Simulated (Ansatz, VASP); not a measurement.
# CaS in VASP and in Ansatz

```
Ca S
1.0
     0.00000    2.84300    2.84300
     2.84300    0.00000    2.84300
     2.84300    2.84300    0.00000
Ca S
1 1
Direct
  0.00791 0.99209 0.00791
  0.50000 0.50000 0.50000
```

Change from the starting cell: one atom moved.

Alike in both runs: task single point; functional PBEsol; k mesh 8 × 8 × 8; occupations gaussian, width 0.02 eV; no spin polarisation.

|  | VASP | Ansatz |
| --- | --- | --- |
| version | VASP 6.6.1 | Ansatz 0.2.0 |
| potentials or method | VASP PAW PBE potentials, release 64 (Ca_sv, S), cutoff 500 eV | scalar-relativistic, plane waves, PAW |
| valence electrons in the cell | 16 | 16 |

Ansatz gave:

- gap on the k mesh at the Fermi level (eV): 2.23
- least direct gap on the mesh (eV): 3.05
- pressure (GPa): -1.6
- traceless stress, the component that is largest in VASP (GPa): 0.10
- rms of the force components (eV/Å): 0.080

Q: Estimate VASP's values.

A: gap on the k mesh at the Fermi level (eV): 2.23; least direct gap on the mesh (eV): 3.05; pressure (GPa): -1.4; traceless stress, the component that is largest in VASP (GPa): 0.11; rms of the force components (eV/Å): 0.081.

VASP's potentials were made for PBE, not for PBEsol. Atom by atom the forces differ by 0.001 eV/Å (rms over components).
